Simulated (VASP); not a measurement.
Crystal: MnF2.

```xyz
6
Lattice="4.8738 0.0000 0.0000 0.0000 4.8738 0.0000 0.0000 0.0000 3.3107" Properties=species:S:1:pos:R:3 pbc="T T T"
Mn    0.0000    0.0000    0.0000
Mn    2.4369    2.4369    1.6554
F     1.4880    1.4880    0.0000
F     0.9489    3.9249    1.6554
F     3.3858    3.3858    0.0000
F     3.9249    0.9489    1.6554
```

Base run:

```yaml
Program: VASP 6.6.1
Functional: PBE
Potentials_or_basis: VASP PAW PBE potentials, release 64 (Mn_pv, F)
Cutoff: 520 eV
k_mesh: 4 × 4 × 6
Occupations: fermi-dirac, width 0.15 eV
Spin: collinear spin, antiferromagnetic start
Starting_moments: "[2.8, -2.8, 0.0, 0.0, 0.0, 0.0] μB"
Hubbard_terms: Mn d U = 5.0 eV
```

Its results: band gap on the k mesh 3.86 eV (least direct gap 3.89 eV); pressure 4.8 GPa; net moment 0.00 μB per cell; site moments Mn +4.70, -4.70; F -0.02, +0.02 (each value once) μB; largest force 0.071 eV/Å.

Q: The run is repeated on the same cell with these changes: hubbard terms from Mn d U = 5.0 eV to Mn d U = 1.0 eV. What comes out?

A: Band gap on the k mesh 2.56 eV (least direct gap 2.61 eV); pressure 3.2 GPa; net moment 0.00 μB per cell; site moments Mn +4.58, -4.58; F -0.03, +0.03 (each value once) μB; largest force 0.093 eV/Å.

Caveats: the cell stands under pressure.

A k mesh can miss the band edges.
